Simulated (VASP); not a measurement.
# Ni (Fm-3m) in VASP: further runs

The runs below take Ni through single point, with PBE.

Everything below comes from runs of VASP 6.6.1. Logs are shortened: lines on timing, memory, paths and dates and some standing lists are left out, and cuts for length are marked.

## Step 1: The cell of the first run

The structure is cubic, space group Fm-3m (No. 225). The conventional cell has a = 3.319 Å, b = 3.319 Å, c = 3.319 Å, α = 90.00°, β = 90.00°, γ = 90.00°. Ni (site symmetry m-3m) has 12 Ni at 2.35 Å within 3.1 Å.

## Step 2: Single point, PBE, collinear spin, ferromagnetic start (9.14 Å³/atom)

INCAR reads:

```
SYSTEM = Ni
  PREC = Accurate
  ENCUT = 520
  EDIFF = 1E-6
  ISMEAR = -1
  SIGMA = 0.05
  LREAL = .FALSE.
  LASPH = .TRUE.
  NELM = 150
  ALGO = Normal
  ISIF = 2
  LWAVE = .FALSE.
  LCHARG = .TRUE.
  ISPIN = 2
  MAGMOM = 1
  LORBIT = 11
  LMAXMIX = 4
  GGA = PE
  LELF = .TRUE.
  LVHAR = .TRUE.
  NBANDS = 15
```

KPOINTS reads:

```
regular mesh
0
G
  18 18 18
  0 0 0
```

POSCAR reads:

```
Ni
1.0
    0.0000000000      1.6597299274      1.6597299274
    1.6597299274      0.0000000000      1.6597299274
    1.6597299274      1.6597299274      0.0000000000
Ni
1
Direct
    0.0000000000      0.0000000000      0.0000000000
```

Potentials or basis: VASP PAW PBE potentials, release 64 (Ni).

The run is started by

```sh
$ cat potpaw_PBE.64/Ni/POTCAR > POTCAR
$ mpirun -np 1 vasp_std > vasp.out
```

OUTCAR:

```text
SYSTEM = Ni
   PREC = Accurate
   ENCUT = 520
   EDIFF = 1E-6
   ISMEAR = -1
   LREAL = .FALSE.
   LASPH = .TRUE.
   NELM = 150
   ISIF = 2
   ISPIN = 2
   LORBIT = 11
   GGA = PE

 ion  position               nearest neighbor table
   1  0.000  0.000  0.000-

  LATTYP: Found a face centered cubic cell.
 ALAT       =     3.3194598548

  Lattice vectors:

 A1 = (   0.0000000000,   1.6597299274,   1.6597299274)
 A2 = (   1.6597299274,   0.0000000000,   1.6597299274)
 A3 = (   1.6597299274,   1.6597299274,   0.0000000000)

Analysis of symmetry for initial positions (statically):
=====================================================================
 Subroutine PRICEL returns:
 Original cell was already a primitive cell.

 Routine SETGRP: Setting up the symmetry group for a
 face centered cubic supercell.

 Subroutine GETGRP returns: Found 48 space group operations
 (whereof 48 operations were pure point group operations)
 out of a pool of 48 trial point group operations.

The static configuration has the point symmetry O_h .

Analysis of symmetry for dynamics (positions and initial velocities):
=====================================================================
 Subroutine PRICEL returns:
 Original cell was already a primitive cell.

 Routine SETGRP: Setting up the symmetry group for a
 face centered cubic supercell.

 Subroutine GETGRP returns: Found 48 space group operations
 (whereof 48 operations were pure point group operations)
 out of a pool of 48 trial point group operations.

The dynamic configuration has the point symmetry O_h .

Analysis of structural, dynamic, and magnetic symmetry:
=====================================================================
 Subroutine PRICEL returns:
 Original cell was already a primitive cell.

 Routine SETGRP: Setting up the symmetry group for a
 face centered cubic supercell.

 Subroutine GETGRP returns: Found 48 space group operations
 (whereof 48 operations were pure point group operations)
 out of a pool of 48 trial point group operations.

The overall configuration has the point symmetry O_h .

 Subroutine INISYM returns: Found 48 space group operations
 (whereof 48 operations are pure point group operations),
 and found     1 'primitive' translations

----------------------------------------------------------------------------------------

                                     Primitive cell

  volume of cell :       9.1441

  direct lattice vectors                    reciprocal lattice vectors
     0.000000000  1.659729927  1.659729927    -0.301253832  0.301253832  0.301253832
     1.659729927  0.000000000  1.659729927     0.301253832 -0.301253832  0.301253832
     1.659729927  1.659729927  0.000000000     0.301253832  0.301253832 -0.301253832

  length of vectors
     2.347212573  2.347212573  2.347212573     0.521786942  0.521786942  0.521786942

  position of ions in fractional coordinates (direct lattice)
     0.000000000  0.000000000  0.000000000

  ion indices of the primitive-cell ions
   primitive index   ion index
                 1           1

----------------------------------------------------------------------------------------

 KPOINTS: regular mesh

Automatic generation of k-mesh.
 Grid dimensions read from file:
 generate k-points for:   18   18   18

 Generating k-lattice:

  Cartesian coordinates                     Fractional coordinates (reciprocal lattice)
    -0.016736324  0.016736324  0.016736324     0.055555556  0.000000000  0.000000000
     0.016736324 -0.016736324  0.016736324     0.000000000  0.055555556  0.000000000
     0.016736324  0.016736324 -0.016736324     0.000000000  0.000000000  0.055555556

  Length of vectors
     0.028988163  0.028988163  0.028988163

  Shift w.r.t. Gamma in fractional coordinates (k-lattice)
     0.000000000  0.000000000  0.000000000

 Subroutine IBZKPT returns following result:
 ===========================================

 Found    195 irreducible k-points:

 Following reciprocal coordinates:
            Coordinates               Weight
  0.000000  0.000000  0.000000      1.000000
  0.055556  0.000000  0.000000      8.000000
  0.111111  0.000000  0.000000      8.000000
  0.166667  0.000000  0.000000      8.000000
  0.222222  0.000000  0.000000      8.000000
  0.277778  0.000000  0.000000      8.000000
[... 16 lines left out ...]
 -0.277778  0.055556  0.000000     24.000000
 -0.222222  0.055556  0.000000     24.000000
 [... further k-points ...]
   k-points           NKPTS =    195   k-points in BZ     NKDIM =    195   number of bands    NBANDS=     15
   number of dos      NEDOS =    301   number of ions     NIONS =      1
   total plane-waves  NPLWV =   5832
   dimension x,y,z NGX =    18 NGY =   18 NGZ =   18
   dimension x,y,z NGXF=    36 NGYF=   36 NGZF=   36
   ions per type =               1
   NGX,Y,Z   is equivalent  to a cutoff of  12.75, 12.75, 12.75 a.u.
   NGXF,Y,Z  is equivalent  to a cutoff of  25.50, 25.50, 25.50 a.u.
 SYSTEM =  Ni
   PREC   = accura    normal or accurate (medium, high low for compatibility)
   ISTART =      0    job   : 0-new  1-cont  2-samecut
   ICHARG =      2    charge: 1-file 2-atom 10-const
   ISPIN  =      2    spin polarized calculation?
   LNONCOLLINEAR =      F non collinear calculations
   LSORBIT =      F    spin-orbit coupling
   LASPH  =      T    aspherical Exc in radial PAW
   ENCUT  =  520.0 eV  38.22 Ry    6.18 a.u.   4.36  4.36  4.36*2*pi/ulx,y,z
   NELM   =    150;   NELMIN=  2; NELMDL= -5     # of ELM steps
   EDIFF  = 0.1E-05   stopping-criterion for ELM
   LREAL  =      F    real-space projection
   EDIFFG = 0.1E-04   stopping-criterion for IOM
   NSW    =      0    number of steps for IOM
   IBRION =     -1    ionic relax: 0-MD 1-quasi-New 2-CG
   NFREE  =      0    steps in history (QN), initial steepest desc. (CG)
   ISIF   =      2    stress and relaxation
   ISYM   =      2    0-nonsym 1-usesym 2-fastsym
   POTIM  = 0.5000    time-step for ionic-motion
   TEBEG  =    0.0;   TEEND  =   0.0 temperature during run
   PSTRESS=    0.0 pullay stress
   NELECT =      10.0000    total number of electrons
   NUPDOWN=      -1.0000    fix difference up-down
   EMIN   =  10.00;   EMAX   =-10.00  energy-range for DOS
   EFERMI =   0.00;   METHOD = LEGACY
   ISMEAR =    -1;   SIGMA  =   0.05  broadening in eV -4-tet -1-fermi 0-gaus
   EFERMI_NEDOS =   21; number of points for ismear=-14 and -15
   IALGO  =     38    algorithm
   IMIX   =      4    mixing-type and parameters
     AMIX     =   0.40;   BMIX     =  1.00
     AMIX_MAG =   1.60;   BMIX_MAG =  1.00
  volume/ion in A,a.u.               =       9.14        61.71
  Fermi-wavevector in a.u.,A,eV,Ry     =   1.686659  3.187324 38.706128  2.844820
  Thomas-Fermi vector in A             =   2.769285
   LORBIT       =     11    0 simple, 1 ext, 2 COOP (PROOUT), +10 PAW based schemes
   GGA     = PE    functional components
   LHFCALC =     F    Hartree Fock is set to
   AEXX    =    0.0000 exact exchange contribution
   IVDW    =     0    specifies the selected vdW correction
   LEPSILON=     F    determine dielectric tensor
   LRPA    =     F    only Hartree local field effects (RPA)
 spin polarized calculation
  energy-cutoff  :      520.00
  volume of cell :        9.14
 maximum number of plane-waves:       262
 NGX is ok and might be reduce to    18
   NGX =  9   NGY =  9   NGZ =  9

 number of electron      10.0000011 magnetization       0.5962647

 Free energy of the ion-electron system (eV)
  ---------------------------------------------------
  ext. energy  EPLUGINS =         0.00000000
  ---------------------------------------------------
  free energy    TOTEN  =        -5.23856684 eV

  energy without entropy =       -5.22763148  energy(sigma->0) =       -5.23309916

 E-fermi :  12.0719     XC(G=0): -14.3144

 val. band max:       12.0697650885   @ k =  -0.4444   0.5000   0.0556
 cond. band min:      12.0798157939   @ k =   0.5000   0.4444   0.0556
 fundamental gap:      0.0100507054
 Fermi energy:        12.0718682236

 spin component 1

 k-point     1 :       0.0000    0.0000    0.0000
  band No.  band energies     occupation
      1       1.7889      1.00000
      2       9.1585      1.00000
      3       9.1585      1.00000
      4       9.1585      1.00000
      5      10.6554      1.00000
      6      10.6554      1.00000
      7      37.2481      0.00000
      8      42.5109      0.00000
      9      42.5109      0.00000
     10      42.5109      0.00000
     11      46.2528      0.00000
     12      46.2528      0.00000
     13      46.2528      0.00000
     14      48.5992      0.00000
     15      56.8416      0.00000
[... 397 lines left out ...]
 k-point    24 :      -0.2222    0.0556    0.0000
  band No.  band energies     occupation
      1       4.2348      1.00000
      2       8.6638      1.00000
      3       9.4392      1.00000
      4       9.5015      1.00000
      5      10.5234      1.00000
      6      10.9374      1.00000
      7      28.9765      0.00000
      8      36.2767      0.00000
      9      40.0647      0.00000
     10      42.8478      0.00000
     11      45.3082      0.00000
     12      45.3216      0.00000
     13      50.2403      0.00000
     14      52.2100      0.00000
     15      55.0366      0.00000

 [... further k-points ...]

 spin component 2

 k-point     1 :       0.0000    0.0000    0.0000
  band No.  band energies     occupation
      1       1.7751      1.00000
      2       9.8707      1.00000
      3       9.8707      1.00000
      4       9.8707      1.00000
      5      11.2164      1.00000
      6      11.2164      1.00000
      7      37.1307      0.00000
      8      42.4889      0.00000
      9      42.4889      0.00000
     10      42.4889      0.00000
     11      46.3777      0.00000
     12      46.3777      0.00000
     13      46.3777      0.00000
     14      48.5101      0.00000
     15      57.4561      0.00000
[... 397 lines left out ...]
 k-point    24 :      -0.2222    0.0556    0.0000
  band No.  band energies     occupation
      1       4.2502      1.00000
      2       9.2800      1.00000
      3      10.0904      1.00000
      4      10.1668      1.00000
      5      11.1363      1.00000
      6      11.5656      0.99996
      7      29.1326      0.00000
      8      36.2796      0.00000
      9      40.0836      0.00000
     10      42.9210      0.00000
     11      45.3060      0.00000
     12      45.3895      0.00000
     13      50.2532      0.00000
     14      52.3519      0.00000
     15      55.5182      0.00000

 [... further k-points ...]

------------------------ aborting loop because EDIFF is reached ----------------------------------------

  FORCE on cell =-STRESS in cart. coord.  units (eV):
  Direction    XX          YY          ZZ          XY          YZ          ZX
  --------------------------------------------------------------------------------------
  -------------------------------------------------------------------------------------
  Total        2.9947328      2.9947328      2.9947328     -0.0000000     -0.0000000      0.0000000
  in kB      524.7185144    524.7185144    524.7185144     -0.0000000     -0.0000000      0.0000000
  external PRESSURE =     524.7185144 kB  Pullay stress =       0.0000000 kB

 VOLUME and BASIS-vectors are now :
 -----------------------------------------------------------------------------
  energy-cutoff  :      520.00
  volume of cell :        9.14
      direct lattice vectors                 reciprocal lattice vectors
     0.000000000  1.659729927  1.659729927    -0.301253832  0.301253832  0.301253832
     1.659729927  0.000000000  1.659729927     0.301253832 -0.301253832  0.301253832
     1.659729927  1.659729927  0.000000000     0.301253832  0.301253832 -0.301253832

 POSITION                                       TOTAL-FORCE (eV/Angst)
 -----------------------------------------------------------------------------------
      0.00000      0.00000      0.00000        -0.000000      0.000000      0.000000
 -----------------------------------------------------------------------------------
    total drift:                               -0.000000     -0.000000     -0.000000

  FREE ENERGIE OF THE ION-ELECTRON SYSTEM (eV)
  ---------------------------------------------------
  free  energy   TOTEN  =        -5.2385668366 eV

  energy  without entropy=       -5.2276314763  energy(sigma->0) =       -5.23309916

 total charge

# of ion       s       p       d       tot
------------------------------------------
    1        0.582   0.676   8.423   9.680

 magnetization (x)

# of ion       s       p       d       tot
------------------------------------------
    1       -0.006  -0.025   0.623   0.592
```

It took 66 s on 1 thread of Intel Xeon 8259CL, shared host; peak memory 0.16 GiB.

Results:

```
Free energy                                           : -5.2386 eV
Pressure                                              : 52.5 GPa
Net moment                                            : 0.60 μB per cell
Site moments                                          : Ni +0.59 μB
Valence electrons inside the program's atomic spheres : Ni 9.68
```

Levels at points of the mesh, in eV from the Fermi level:
Spin up:
```csv
k point,band 1,band 2,band 3,band 4,band 5,band 6,band 7,band 8,band 9,band 10
"(0.00, 0.00, 0.00)",-10.28,-2.91,-2.91,-2.91,-1.42,-1.42,25.18,30.44,30.44,30.44
"(0.50, 0.00, 0.00)",-5.88,-2.92,-2.92,-0.62,-0.54,-0.54,7.04,23.58,27.86,27.86
"(0.50, 0.50, 0.00)",-5.82,-5.21,-0.49,-0.35,-0.35,2.58,10.89,16.54,16.54,22.09
```
Spin down:
```tsv
k point	band 1	band 2	band 3	band 4	band 5	band 6	band 7	band 8	band 9	band 10
(0.00, 0.00, 0.00)	-10.30	-2.20	-2.20	-2.20	-0.86	-0.86	25.06	30.42	30.42	30.42
(0.50, 0.00, 0.00)	-5.47	-2.34	-2.34	-0.65	0.19	0.19	7.47	23.47	27.95	27.95
(0.50, 0.50, 0.00)	-5.50	-4.64	0.10	0.48	0.48	2.58	11.15	16.57	16.57	22.29
```

Caveat: the cell stands under pressure.

[end of part 1 of 2]
